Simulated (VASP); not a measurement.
# Ni (Fm-3m) in VASP: further runs

Ni is run at these levels: LDA; tasks: single point.

All numbers are computed with VASP 6.6.1; they aren't measurements. Logs are shortened: lines on timing, memory, paths and dates and some standing lists are left out, and cuts for length are marked.

## 1. The cell of the first run

Symmetry: Fm-3m, No. 225, cubic system. Conventional cell: a = 3.520 Å, b = 3.520 Å, c = 3.520 Å, α = 90.00°, β = 90.00°, γ = 90.00°. Within 3.3 Å of Ni (site symmetry m-3m) lie 12 Ni at 2.49 Å.

## 2. Single point, LDA, collinear spin, ferromagnetic start

Input file INCAR:

```
SYSTEM = Ni
PREC = Accurate
ENCUT = 520
EDIFF = 1E-6
ISMEAR = -1
SIGMA = 0.1
LREAL = .False.
LASPH = .True.
NELM = 150
ALGO = Normal
ISIF = 2
LWAVE = .False.
LCHARG = .False.
ISPIN = 2
MAGMOM = 2 2
LORBIT = 11
LMAXMIX = 4
ISYM = 0
NBANDS = 21
```

Input file KPOINTS:

```
regular mesh
0
Gamma
  7 12 10
  0 0 0
```

Input file POSCAR:

```
Ni
1.0
   -1.7600000000     -3.5200000000     -1.7600000000
   -1.7600000000      0.0000000000     -1.7600000000
    1.7600000000      0.0000000000     -1.7600000000
Ni
2
Direct
    0.0000000000      0.0000000000      0.0000000000
    0.5000000000      0.0000000000      0.5000000000
```

Potentials or basis: VASP PAW LDA potentials, release 64 (Ni).

Launch:

```console
> cat potpaw_LDA.64/Ni/POTCAR > POTCAR
> mpirun -np 1 vasp_std > vasp.out
```

OUTCAR:

```text
SYSTEM = Ni
   PREC = Accurate
   ENCUT = 520
   EDIFF = 1E-6
   ISMEAR = -1
   LREAL = .False.
   LASPH = .True.
   NELM = 150
   ISIF = 2
   ISPIN = 2
   LORBIT = 11
   ISYM = 0

 ion  position               nearest neighbor table
   1  0.000  0.000  0.000-   2 2.49   2 2.49   2 2.49   2 2.49   2 2.49   2 2.49   2 2.49   2 2.49

   2  0.500  0.000  0.500-   1 2.49   1 2.49   1 2.49   1 2.49   1 2.49   1 2.49   1 2.49   1 2.49

IMPORTANT INFORMATION: All symmetrisations will be switched off!
NOSYMM: (Re-)initialisation of all symmetry stuff for point group C_1.

----------------------------------------------------------------------------------------

                                     Primitive cell

  volume of cell :      21.8071

  direct lattice vectors                    reciprocal lattice vectors
    -1.760000000 -3.520000000 -1.760000000     0.000000000 -0.284090909  0.000000000
    -1.760000000  0.000000000 -1.760000000    -0.284090909  0.284090909 -0.284090909
     1.760000000  0.000000000 -1.760000000     0.284090909  0.000000000 -0.284090909

  length of vectors
     4.311101947  2.489015870  2.489015870     0.284090909  0.492059889  0.401765217

  position of ions in fractional coordinates (direct lattice)
     0.000000000  0.000000000  0.000000000
     0.500000000  0.000000000  0.500000000

  ion indices of the primitive-cell ions
   primitive index   ion index
                 1           1
                 2           2

----------------------------------------------------------------------------------------

 KPOINTS: regular mesh

Automatic generation of k-mesh.
 Grid dimensions read from file:
 generate k-points for:    7   12   10

 Generating k-lattice:

  Cartesian coordinates                     Fractional coordinates (reciprocal lattice)
     0.000000000 -0.040584416  0.000000000     0.142857143  0.000000000  0.000000000
    -0.023674242  0.023674242 -0.023674242     0.000000000  0.083333333  0.000000000
     0.028409091  0.000000000 -0.028409091     0.000000000  0.000000000  0.100000000

  Length of vectors
     0.040584416  0.041004991  0.040176522

  Shift w.r.t. Gamma in fractional coordinates (k-lattice)
     0.000000000  0.000000000  0.000000000

 -----------------------------------------------------------------------------
|                                                                             |
|           W    W    AA    RRRRR   N    N  II  N    N   GGGG   !!!           |
|           W    W   A  A   R    R  NN   N  II  NN   N  G    G  !!!           |
|           W    W  A    A  R    R  N N  N  II  N N  N  G       !!!           |
|           W WW W  AAAAAA  RRRRR   N  N N  II  N  N N  G  GGG   !            |
[... 91 lines left out ...]
   GGA     = CA    functional components
   LHFCALC =     F    Hartree Fock is set to
   AEXX    =    0.0000 exact exchange contribution
   IVDW    =     0    specifies the selected vdW correction
   LEPSILON=     F    determine dielectric tensor
   LRPA    =     F    only Hartree local field effects (RPA)
 spin polarized calculation
  energy-cutoff  :      520.00
  volume of cell :       21.81
 maximum number of plane-waves:       605
   NGX = 15   NGY =  9   NGZ =  9

 number of electron      19.9999991 magnetization       1.1609610

 Free energy of the ion-electron system (eV)
  ---------------------------------------------------
  ext. energy  EPLUGINS =         0.00000000
  ---------------------------------------------------
  free energy    TOTEN  =       -13.11456127 eV

  energy without entropy =      -12.99718755  energy(sigma->0) =      -13.05587441

 E-fermi :   8.9790     XC(G=0): -13.5992

 val. band max:        8.9757282797   @ k =   0.4286  -0.0833   0.4000
 cond. band min:       8.9819646686   @ k =   0.2857  -0.3333   0.1000
 fundamental gap:      0.0062363889
 Fermi energy:         8.9789986414

 spin component 1

 k-point     1 :       0.0000    0.0000    0.0000
  band No.  band energies     occupation
      1       0.0267      1.00000
      2       4.4057      1.00000
      3       4.8932      1.00000
      4       6.6695      1.00000
      5       6.6720      1.00000
      6       6.6726      1.00000
[... 565 lines left out ...]
     20      33.3149      0.00000
     21      39.8710      0.00000

 [... further k-points ...]

 spin component 2

 k-point     1 :       0.0000    0.0000    0.0000
  band No.  band energies     occupation
      1       0.0670      1.00000
      2       4.7559      1.00000
      3       5.3867      1.00000
      4       7.2574      1.00000
      5       7.2583      1.00000
      6       7.2598      1.00000
[... 565 lines left out ...]
     20      33.4464      0.00000
     21      39.9345      0.00000

 [... further k-points ...]

------------------------ aborting loop because EDIFF is reached ----------------------------------------

  FORCE on cell =-STRESS in cart. coord.  units (eV):
  Direction    XX          YY          ZZ          XY          YZ          ZX
  --------------------------------------------------------------------------------------
  -------------------------------------------------------------------------------------
  Total       -2.2965473     -2.2862844     -2.2965458      0.0013920      0.0013919     -0.0035194
  in kB     -168.7283173   -167.9743021   -168.7282127      0.1022734      0.1022626     -0.2585707
  external PRESSURE =    -168.4769440 kB  Pullay stress =       0.0000000 kB

 VOLUME and BASIS-vectors are now :
 -----------------------------------------------------------------------------
  energy-cutoff  :      520.00
  volume of cell :       21.81
      direct lattice vectors                 reciprocal lattice vectors
    -1.760000000 -3.520000000 -1.760000000     0.000000000 -0.284090909  0.000000000
    -1.760000000  0.000000000 -1.760000000    -0.284090909  0.284090909 -0.284090909
     1.760000000  0.000000000 -1.760000000     0.284090909  0.000000000 -0.284090909

 POSITION                                       TOTAL-FORCE (eV/Angst)
 -----------------------------------------------------------------------------------
      0.00000      0.00000      0.00000         0.000001      0.000000     -0.000000
      0.00000     -1.76000     -1.76000        -0.000001     -0.000000      0.000000
 -----------------------------------------------------------------------------------
    total drift:                                0.000001     -0.000000     -0.000001

  FREE ENERGIE OF THE ION-ELECTRON SYSTEM (eV)
  ---------------------------------------------------
  free  energy   TOTEN  =       -13.1145612740 eV

  energy  without entropy=      -12.9971875499  energy(sigma->0) =      -13.05587441

 total charge

# of ion       s       p       d       tot
------------------------------------------
    1        0.498   0.494   8.325   9.317
    2        0.498   0.494   8.325   9.317
--------------------------------------------------
tot          0.996   0.987  16.650  18.633

 magnetization (x)

# of ion       s       p       d       tot
------------------------------------------
    1       -0.005  -0.017   0.607   0.585
    2       -0.005  -0.017   0.607   0.585
--------------------------------------------------
tot         -0.009  -0.034   1.214   1.170
```

stdout:

```text
POSCAR found type information on POSCAR Ni
 POSCAR found :  1 types and       2 ions
 scaLAPACK will be used
 LDA part: xc-table for (Slater(with rela. corr.)+CA(PZ))
 , standard interpolation
 -----------------------------------------------------------------------------
|                                                                             |
|           W    W    AA    RRRRR   N    N  II  N    N   GGGG   !!!           |
|           W    W   A  A   R    R  NN   N  II  NN   N  G    G  !!!           |
|           W    W  A    A  R    R  N N  N  II  N N  N  G       !!!           |
|           W WW W  AAAAAA  RRRRR   N  N N  II  N  N N  G  GGG   !            |
|           WW  WW  A    A  R   R   N   NN  II  N   NN  G    G                |
|           W    W  A    A  R    R  N    N  II  N    N   GGGG   !!!           |
|                                                                             |
|     Your reciprocal lattice and k-lattice belong to different lattice       |
|     classes:                                                                |
|                                                                             |
|        The reciprocal lattice is simple tetragonal,                         |
|        whereas your k-lattice is simple monoclinic.                         |
|                                                                             |
|     Results are often still useful ...                                      |
|                                                                             |
 -----------------------------------------------------------------------------

 POSCAR, INCAR and KPOINTS ok, starting setup
 FFT: planning ... GRIDC
 FFT: planning ... GRID_SOFT
 FFT: planning ... GRID
 WAVECAR not read
 entering main loop
```

Wall time 2 min (1 thread of Intel Xeon 6975P-C (Granite Rapids), shared host); peak memory 0.34 GiB.

Results:

- Free energy: -13.1146 eV
- Pressure: -16.8 GPa
- Net moment: 1.16 μB per cell
- Site moments: Ni +0.58 μB
- Valence electrons inside the program's atomic spheres: Ni 9.32

Caveat: the cell stands under tension.

## 3. Single point, LDA, collinear spin, antiferromagnetic start

Input file INCAR:

```
ALGO = Normal
EDIFF = 1E-6
ENCUT = 520
ISIF = 2
ISMEAR = -1
ISPIN = 2
ISYM = 0
LASPH = True
LCHARG = False
LMAXMIX = 4
LORBIT = 11
LREAL = False
LWAVE = False
MAGMOM = 2 -2
NBANDS = 21
NELM = 150
PREC = Accurate
SIGMA = 0.1
```

Input file KPOINTS:

```
k-points
0
Gamma
  7 12 10
```

POSCAR is that of step 2.

Potentials or basis: VASP PAW LDA potentials, release 64 (Ni).

Launch:

```console
> cat potpaw_LDA.64/Ni/POTCAR > POTCAR
> mpirun -np 1 vasp_std > vasp.out
```

It took 2.1 min on 1 thread of Intel Xeon 6975P-C (Granite Rapids), shared host; peak memory 0.33 GiB.

The run converged. Its results:

- Free energy: -13.0753 eV
- Pressure: -17.7 GPa
- Band gap on the k mesh: zero (filled and empty bands overlap)
- Net moment: 0.00 μB per cell
- Valence electrons inside the program's atomic spheres: Ni 9.32

Stress tensor (GPa, compression positive):
```
-17.79  -0.03   0.02
 -0.03 -17.40  -0.03
  0.02  -0.03 -17.79
```

Levels at points of the mesh, in eV from the Fermi level:
Spin up:
```tsv
k point	band 7	band 8	band 9	band 10	band 11	band 12	band 13	band 14
(0.00, 0.00, 0.00)	-0.77	-0.77	-0.04	0.14	0.14	2.60	9.52	14.91
(0.00, 0.50, 0.00)	-0.11	-0.11	-0.04	-0.04	-0.04	-0.04	6.02	6.02
(0.00, 0.00, 0.50)	-1.22	-1.22	-0.81	-0.81	1.43	1.43	11.77	11.77
(0.00, 0.50, 0.50)	-0.85	-0.85	0.14	0.14	7.98	7.98	7.98	7.98
```
Spin down:
```tsv
k point	band 8	band 9	band 10	band 11	band 12	band 13
(0.00, 0.00, 0.00)	-0.77	-0.04	0.14	0.14	2.60	9.52
(0.00, 0.50, 0.00)	-0.11	-0.04	-0.04	-0.04	-0.04	6.02
(0.00, 0.00, 0.50)	-1.22	-0.81	-0.81	1.43	1.43	11.77
(0.00, 0.50, 0.50)	-0.85	0.14	0.14	7.98	7.98	7.98
```

Caveat: the cell stands under tension.

[end of part 1 of 2]
